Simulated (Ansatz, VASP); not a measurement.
**LiCaF3 in VASP and in Ansatz**

```
Li Ca F
1.0
     3.76124    0.00000    0.00000
     0.00000    3.76124    0.00000
     0.00000    0.00000    3.53557
Li Ca F
1 1 3
Direct
  0.50000 0.50000 0.50000
  0.00000 0.00000 0.00000
  0.00000 0.50000 0.50000
  0.50000 0.50000 0.00000
  0.50000 0.00000 0.50000
```

Change from the starting cell: strain -0.0600 x Voigt [0, 0, 1, 0, 0, 0], atoms carried along.

Alike in both runs: task single point; functional LDA; k mesh 6 × 6 × 6; occupations gaussian, width 0.05 eV; no spin polarisation.

```csv
,VASP,Ansatz
version,VASP 6.6.1,Ansatz 0.2.0
potentials or method,"VASP PAW LDA potentials, release 64 (Li_sv, Ca_sv, F), cutoff 520 eV","scalar-relativistic, plane waves, PAW"
valence electrons in the cell,34,34
```

|  | VASP | Ansatz | Ansatz less VASP |
| --- | --- | --- | --- |
| gap on the k mesh at the Fermi level (eV) | 6.01 | 6.03 | +0.019 |
| least direct gap on the mesh (eV) | 6.19 | 6.21 | +0.019 |

LDA's correlation is that of Perdew and Zunger in VASP and of Perdew and Wang (1992) in Ansatz.

Noted on VASP's run: the cutoff is short for stress, so the pressure is rough.
